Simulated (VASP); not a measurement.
**PdPt3S8: single point with PBE**

The system is PdPt3S8.

```
Pd Pt S
1.0
     7.14438    0.00000    0.00000
    -3.57219    6.18722    0.00000
     0.00000    0.00000    6.45994
Pd Pt S
1 3 8
Cartesian
  0.0000 0.0000 0.0000
  -1.7861 3.0936 0.0000
  1.7861 3.0936 0.0000
  3.5722 0.0000 0.0000
  0.0000 4.1248 5.2294
  1.7910 1.0340 5.2294
  3.5722 4.1192 5.2294
  5.3534 1.0340 5.2294
  -1.7812 5.1532 1.2305
  0.0000 2.0680 1.2305
  1.7812 5.1532 1.2305
  3.5722 2.0624 1.2306
```

* Program: VASP 6.6.1
* Task: single point
* Functional: PBE
* Potentials or basis: VASP PAW PBE potentials, release 64 (Pd, Pt, S)
* Cutoff: 520 eV
* k mesh: 6 × 6 × 4
* Occupations: gaussian, width 0.02 eV
* Spin: no spin polarisation
* Dipole correction: no
* Further INCAR settings: ALGO = Normal; EDIFF = 1e-07; NBANDS = 56

* Pressure: -0.3 GPa
* Largest force: 0.037 eV/Å
* Band gap on the k mesh: 1.09 eV, indirect (least direct gap 1.21 eV)

Forces on the atoms (eV/Å):
```
Pd   0.000  0.000  0.000
Pt   0.000  0.000  0.000
Pt   0.000  0.000  0.000
Pt   0.000  0.000  0.000
S    0.000  0.000  0.037
S    0.008  0.005  0.034
S    0.000 -0.009  0.034
S   -0.008  0.005  0.034
S    0.008 -0.005 -0.034
S    0.000  0.009 -0.034
S   -0.008 -0.005 -0.034
S    0.000  0.000 -0.037
```

Stress tensor (GPa, compression positive):
```
-0.39  0.00  0.00
 0.00 -0.39  0.00
 0.00  0.00 -0.25
```

Levels at points of the mesh, in eV from the valence-band top:
```
           k point  band 41  band 42  band 43  band 44  band 45  band 46  band 47  band 48
(0.00, 0.00, 0.00)    -1.03    -0.40    -0.37    -0.37     2.08     2.08     2.50     2.72
(0.50, 0.00, 0.00)    -0.44    -0.33    -0.29    -0.22     1.12     1.62     1.67     1.77
(0.00, 0.00, 0.50)    -1.13    -0.77    -0.39    -0.39     2.12     2.12     2.63     2.71
(0.50, 0.00, 0.50)    -0.47    -0.45    -0.44    -0.26     1.10     1.59     1.70     1.81
```

Wall time 4.8 min on 1 thread of Intel(R) Xeon(R) 6975P-C (Granite Rapids), on a shared host, peak memory 0.55 GiB.

Caveat: spin-orbit coupling is left out, which moves the levels of the heavy elements; this functional lacks dispersion, which binds the layers, so the pressure and a relaxed spacing across them are unreliable. A k mesh can miss the band edges.
